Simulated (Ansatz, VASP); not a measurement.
**Pt in VASP and in Ansatz**

```
CELL_PARAMETERS angstrom
0.00000 1.94743 1.94743
1.94743 0.00000 1.94743
1.94743 1.94743 0.00000
ATOMIC_POSITIONS crystal
Pt 0.00000 0.00000 0.00000
```

Alike in both runs: task single point; functional LDA; k mesh 14 × 14 × 14; occupations fermi-dirac, width 0.1 eV; no spin polarisation.

```csv
,VASP,Ansatz
version,VASP 6.6.1,Ansatz 0.2.0
potentials or method,"VASP PAW LDA potentials, release 64 (Pt), cutoff 520 eV","plane waves (600 eV) with PAW, scalar-relativistic"
valence electrons in the cell,10,18
```

Ansatz gave:

| Item | Value |
| --- | --- |
| pressure (GPa) | 0.0 |

Task: Which values does VASP return?

Result: Pressure (GPa): 0.8.

Ansatz warns that its potentials were made for another functional, while VASP's fit it. LDA's correlation is that of Perdew and Zunger in VASP and of Perdew and Wang (1992) in Ansatz. VASP's potentials hold 10 valence electrons a cell and Ansatz's 18, so a difference there can come from the potentials and not from the codes.

Spin-orbit coupling is off throughout.
